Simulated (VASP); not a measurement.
# IrOs2 in VASP: further runs

The runs below take IrOs2 through single point, with LDA.

Program: VASP 6.6.1. These are calculated values, not measurements. Logs are shortened: lines on timing, memory, paths and dates and some standing lists are left out, and cuts for length are marked.

## (1) The cell of the first run

The cell holds a slab with vacuum, 3 atoms: a = 2.689 Å, b = 2.689 Å, c = 20.391 Å, α = 90.00°, β = 90.00°, γ = 120.00°.

## (2) Single point, LDA

The input, INCAR:

```
SYSTEM = IrOs2
PREC = Accurate
ENCUT = 520
EDIFF = 1E-7
ISMEAR = -1
SIGMA = 0.08
LREAL = .FALSE.
LASPH = .TRUE.
NELM = 100
ALGO = Normal
ISIF = 2
LWAVE = .FALSE.
LCHARG = .TRUE.
LDIPOL = .TRUE.
IDIPOL = 3
DIPOL = 0.5 0.5 0.500
LELF = .TRUE.
LVHAR = .TRUE.
LVACPOTAV = .TRUE.
NBANDS = 20
```

The input, KPOINTS:

```
Automatic mesh
0
G
  17 17 1
  0 0 0
```

The input, POSCAR:

```
IrOs2
1.0
    2.6891484158      0.0000000000      0.0000000000
   -1.3445742079      2.3288708427      0.0000000000
    0.0000000000      0.0000000000     20.3914000000
Os Ir
2 1
Direct
    0.1666666667      0.3333333333      0.3960381901
    0.8333333333      0.6666666667      0.6039618160
    0.5000000000      1.0000000000      0.4999999936
```

Potentials or basis: VASP PAW LDA potentials, release 64 (Os, Ir).

Run with:

```sh
$ cat potpaw_LDA.64/Os/POTCAR potpaw_LDA.64/Ir/POTCAR > POTCAR
$ mpirun -np 1 vasp_std > vasp.out
```

OUTCAR:

```text
SYSTEM = IrOs2
   PREC = Accurate
   ENCUT = 520
   EDIFF = 1E-7
   ISMEAR = -1
   LREAL = .FALSE.
   LASPH = .TRUE.
   NELM = 100
   ISIF = 2

 ion  position               nearest neighbor table
   1  0.167  0.333  0.396-   3 2.63   3 2.63   3 2.63
   2  0.833  0.667  0.604-   3 2.63   3 2.63   3 2.63
   3  0.500  0.000  0.500-   1 2.63   1 2.63   1 2.63   2 2.63   2 2.63   2 2.63

  LATTYP: Found a hexagonal cell.
 ALAT       =     2.6891484158
 C/A-ratio  =     7.5828466291

  Lattice vectors:

 A1 = (   2.6891484158,   0.0000000000,   0.0000000000)
 A2 = (  -1.3445742079,   2.3288708427,   0.0000000000)
 A3 = (   0.0000000000,   0.0000000000,  20.3914000000)

Analysis of symmetry for initial positions (statically):
=====================================================================
 Subroutine PRICEL returns:
 Original cell was already a primitive cell.

 Routine SETGRP: Setting up the symmetry group for a
 hexagonal supercell.

 Subroutine GETGRP returns: Found 12 space group operations
 (whereof  4 operations were pure point group operations)
 out of a pool of 24 trial point group operations.

The static configuration has the point symmetry C_2h.
 The point group associated with its full space group is D_3d.

Analysis of symmetry for dynamics (positions and initial velocities):
=====================================================================
 Subroutine PRICEL returns:
 Original cell was already a primitive cell.

 Routine SETGRP: Setting up the symmetry group for a
 hexagonal supercell.

 Subroutine GETGRP returns: Found 12 space group operations
 (whereof  4 operations were pure point group operations)
 out of a pool of 24 trial point group operations.

The dynamic configuration has the point symmetry C_2h.
 The point group associated with its full space group is D_3d.

 Subroutine INISYM returns: Found 12 space group operations
 (whereof  4 operations are pure point group operations),
 and found     1 'primitive' translations

----------------------------------------------------------------------------------------

                                     Primitive cell

  volume of cell :     127.7048

  direct lattice vectors                    reciprocal lattice vectors
     2.689148416  0.000000000  0.000000000     0.371864935  0.214696320  0.000000000
    -1.344574208  2.328870843  0.000000000     0.000000000  0.429392640  0.000000000
     0.000000000  0.000000000 20.391400000     0.000000000  0.000000000  0.049040282

  length of vectors
     2.689148416  2.689148416 20.391400000     0.429392640  0.429392640  0.049040282

  position of ions in fractional coordinates (direct lattice)
     0.166666667  0.333333333  0.396038190
[... 80 lines left out ...]
   EDIFF  = 0.1E-06   stopping-criterion for ELM
   LREAL  =      F    real-space projection
   EDIFFG = 0.1E-05   stopping-criterion for IOM
   NSW    =      0    number of steps for IOM
   IBRION =     -1    ionic relax: 0-MD 1-quasi-New 2-CG
   NFREE  =      0    steps in history (QN), initial steepest desc. (CG)
   ISIF   =      2    stress and relaxation
   ISYM   =      2    0-nonsym 1-usesym 2-fastsym
   POTIM  = 0.5000    time-step for ionic-motion
   TEBEG  =    0.0;   TEEND  =   0.0 temperature during run
   PSTRESS=    0.0 pullay stress
   NELECT =      25.0000    total number of electrons
   NUPDOWN=      -1.0000    fix difference up-down
   EMIN   =  10.00;   EMAX   =-10.00  energy-range for DOS
   EFERMI =   0.00;   METHOD = LEGACY
   ISMEAR =    -1;   SIGMA  =   0.08  broadening in eV -4-tet -1-fermi 0-gaus
   EFERMI_NEDOS =   21; number of points for ismear=-14 and -15
   IALGO  =     38    algorithm
   IMIX   =      4    mixing-type and parameters
     AMIX     =   0.40;   BMIX     =  1.00
     AMIX_MAG =   1.60;   BMIX_MAG =  1.00
  volume/ion in A,a.u.               =      42.57       287.26
  Fermi-wavevector in a.u.,A,eV,Ry     =   0.950574  1.796324 12.294091  0.903590
  Thomas-Fermi vector in A             =   2.078963
   LORBIT       =      0    0 simple, 1 ext, 2 COOP (PROOUT), +10 PAW based schemes
   GGA     = CA    functional components
   LHFCALC =     F    Hartree Fock is set to
   AEXX    =    0.0000 exact exchange contribution
   IVDW    =     0    specifies the selected vdW correction
   LEPSILON=     F    determine dielectric tensor
   LRPA    =     F    only Hartree local field effects (RPA)
 non-spin polarized calculation
  energy-cutoff  :      520.00
  volume of cell :      127.70
 maximum number of plane-waves:      3489
 NGX is ok and might be reduce to    20
   NGX =  9   NGY =  9   NGZ = 75

 number of electron      25.0000000 magnetization

 dipolmoment           0.000000      0.000000      0.000000 electrons x Angstroem

 Free energy of the ion-electron system (eV)
  ---------------------------------------------------
  ext. energy  EPLUGINS =         0.00000000
  ---------------------------------------------------
  free energy    TOTEN  =       -32.79470690 eV

  energy without entropy =      -32.74514187  energy(sigma->0) =      -32.76992438

 E-fermi :  -0.5941     XC(G=0):  -5.6256

 val. band max:       -0.6731036360   @ k =   0.2353   0.2353   0.0000
 cond. band min:      -0.5620846108   @ k =   0.3529   0.1176   0.0000
 fundamental gap:      0.1110190252
 Fermi energy:        -0.5940984533

 k-point     1 :       0.0000    0.0000    0.0000
  band No.  band energies     occupation
      1     -11.1479      2.00000
      2      -8.7104      2.00000
      3      -8.6647      2.00000
      4      -4.7714      2.00000
      5      -4.7714      2.00000
      6      -4.2268      2.00000
[... 541 lines left out ...]
     19       5.8906      0.00000
     20       7.1471      0.00000

 [... further k-points ...]
[... 5 lines left out ...]
  --------------------------------------------------------------------------------------
  -------------------------------------------------------------------------------------
  Total       -3.9354161     -3.9354161      1.9612167     -0.0000000     -0.0000000      0.0000000
  in kB      -49.3735124    -49.3735124     24.6053160     -0.0000000     -0.0000000      0.0000000
  external PRESSURE =     -24.7139029 kB  Pullay stress =       0.0000000 kB

 VOLUME and BASIS-vectors are now :
 -----------------------------------------------------------------------------
  energy-cutoff  :      520.00
  volume of cell :      127.70
      direct lattice vectors                 reciprocal lattice vectors
     2.689148416  0.000000000  0.000000000     0.371864935  0.214696320  0.000000000
    -1.344574208  2.328870843  0.000000000     0.000000000  0.429392640  0.000000000
     0.000000000  0.000000000 20.391400000     0.000000000  0.000000000  0.049040282

 POSITION                                       TOTAL-FORCE (eV/Angst)
 -----------------------------------------------------------------------------------
      0.00000      0.77629      8.07577         0.000000     -0.000000     -0.474905
      1.34457      1.55258     12.31563        -0.000000     -0.000000      0.474905
      1.34457      0.00000     10.19570         0.000000      0.000000      0.000000
 -----------------------------------------------------------------------------------
    total drift:                                0.000000      0.000000      0.000017

  FREE ENERGIE OF THE ION-ELECTRON SYSTEM (eV)
  ---------------------------------------------------
  free  energy   TOTEN  =       -32.7947068969 eV

  energy  without entropy=      -32.7451418720  energy(sigma->0) =      -32.76992438

 vacuum level on the upper side and lower side of the slab         5.136         5.136
```

OSZICAR:

```text
N       E                     dE             d eps       ncg     rms          rms(c)
DAV:   1     0.198411877466E+03    0.19841E+03   -0.98588E+03  1320   0.101E+03
DAV:   2    -0.166782630726E+02   -0.21509E+03   -0.19743E+03  1468   0.310E+02
DAV:   3    -0.343652942124E+02   -0.17687E+02   -0.16652E+02  1748   0.841E+01
DAV:   4    -0.350148460485E+02   -0.64955E+00   -0.64125E+00  1504   0.172E+01
[... 17 lines left out ...]
DAV:  22    -0.327947057848E+02   -0.84626E-06   -0.50513E-08  1024   0.848E-04    0.410E-04
DAV:  23    -0.327947062963E+02   -0.51150E-06   -0.73169E-09   900   0.571E-04    0.601E-04
DAV:  24    -0.327947066460E+02   -0.34973E-06   -0.40032E-09   876   0.265E-04    0.252E-04
DAV:  25    -0.327947068738E+02   -0.22779E-06   -0.51713E-09   884   0.272E-04    0.438E-04
DAV:  26    -0.327947068969E+02   -0.23072E-07   -0.70597E-10   864   0.142E-04
   1 F= -.32794707E+02 E0= -.32769924E+02  d E =-.495650E-01
```

Wall time 4.8 min (1 thread of Intel Xeon 8259CL, shared host); peak memory 0.26 GiB.

What came out:

* Free energy: -32.7947 eV
* Largest force: 0.475 eV/Å
* Band gap on the k mesh: zero (an odd number of electrons rules out a gap without spin polarisation)

Forces in eV/Å, atoms in the order of the input:
```
Os   0.000  0.000 -0.475
Os   0.000  0.000  0.475
Ir   0.000  0.000  0.000
```

Levels at points of the mesh, in eV from the Fermi level:
| k point | band 9 | band 10 | band 11 | band 12 | band 13 | band 14 | band 15 | band 16 |
| --- | --- | --- | --- | --- | --- | --- | --- | --- |
| (0.00, 0.00, 0.00) | -3.14 | -2.32 | -2.32 | -1.14 | -0.80 | -0.80 | 0.34 | 0.57 |

Caveat: spin-orbit coupling is left out, which moves the levels of the heavy elements.

## (3) Single point, LDA

The input, INCAR:

```
PREC     = Accurate       # precision mode
ENCUT    = 520            # plane-wave cutoff, eV
EDIFF    = 1E-6           # SCF threshold, eV
ISMEAR   = -1             # smearing method
SIGMA    = 0.08           # smearing width, eV
LREAL    = False          # projectors in reciprocal space
LASPH    = True           # aspherical terms in the spheres
NELM     = 60             # most SCF steps
ALGO     = Normal         # electronic algorithm
ISIF     = 2              # what is computed and relaxed
LWAVE    = False          # write WAVECAR
LCHARG   = True           # write CHGCAR
LDIPOL   = True         
IDIPOL   = 3            
DIPOL    = 0.5 0.5 0.500
GGA      = CA             # functional
LELF     = True           # ELF
LVHAR    = True         
LVACPOTAV= True         
NBANDS   = 20             # bands
```

The input, KPOINTS:

```
regular mesh
0
Gamma
  17 17 1
```

POSCAR is that of step 2.

Potentials or basis: VASP PAW LDA potentials, release 64 (Os, Ir).

Run with:

```sh
$ cat potpaw_LDA.64/Os/POTCAR potpaw_LDA.64/Ir/POTCAR > POTCAR
$ mpirun -np 1 vasp_std > vasp.out
```

OUTCAR:

```text
PREC = Accurate
   ENCUT = 520
   EDIFF = 1E-6
   ISMEAR = -1
   LREAL = False
   LASPH = True
   NELM = 60
   ISIF = 2
   GGA = CA

 ion  position               nearest neighbor table
   1  0.167  0.333  0.396-   3 2.63   3 2.63   3 2.63
   2  0.833  0.667  0.604-   3 2.63   3 2.63   3 2.63
   3  0.500  0.000  0.500-   1 2.63   1 2.63   1 2.63   2 2.63   2 2.63   2 2.63

  LATTYP: Found a hexagonal cell.
 ALAT       =     2.6891484158
 C/A-ratio  =     7.5828466291

  Lattice vectors:

[... 741 lines left out ...]
     20       7.1126      0.00000

 [... further k-points ...]
[... 5 lines left out ...]
  --------------------------------------------------------------------------------------
  -------------------------------------------------------------------------------------
  Total       -3.9362102     -3.9362102      1.9602743     -0.0000000      0.0000000      0.0000000
  in kB      -49.3834754    -49.3834754     24.5934928     -0.0000000      0.0000000      0.0000000
  external PRESSURE =     -24.7244860 kB  Pullay stress =       0.0000000 kB

 VOLUME and BASIS-vectors are now :
 -----------------------------------------------------------------------------
  energy-cutoff  :      520.00
  volume of cell :      127.70
      direct lattice vectors                 reciprocal lattice vectors
     2.689148416  0.000000000  0.000000000     0.371864935  0.214696320  0.000000000
    -1.344574208  2.328870843  0.000000000     0.000000000  0.429392640  0.000000000
     0.000000000  0.000000000 20.391400000     0.000000000  0.000000000  0.049040282

 POSITION                                       TOTAL-FORCE (eV/Angst)
 -----------------------------------------------------------------------------------
      0.00000      0.77629      8.07577        -0.000000     -0.000000     -0.474917
      1.34457      1.55258     12.31563         0.000000      0.000000      0.474917
      1.34457      0.00000     10.19570         0.000000     -0.000000      0.000000
 -----------------------------------------------------------------------------------
    total drift:                                0.000000      0.000000      0.000017

  FREE ENERGIE OF THE ION-ELECTRON SYSTEM (eV)
  ---------------------------------------------------
  free  energy   TOTEN  =       -32.7947027537 eV

  energy  without entropy=      -32.7451374845  energy(sigma->0) =      -32.76992012

 vacuum level on the upper side and lower side of the slab         5.136         5.136
```

Run time: 3.5 min. Hardware: 1 thread of Intel Xeon 8259CL, shared host; peak memory 0.25 GiB.

Results:

```
Free energy            : -32.7947 eV
Largest force          : 0.475 eV/Å
Band gap on the k mesh : zero (an odd number of electrons rules out a gap without spin polarisation)
```

Forces in eV/Å, atoms in the order of the input:
```
Os   0.000  0.000 -0.475
Os   0.000  0.000  0.475
Ir   0.000  0.000  0.000
```

Caveat: spin-orbit coupling is left out, which moves the levels of the heavy elements.

The gap in the log of VASP goes by the Fermi energy; the results here count the filled bands.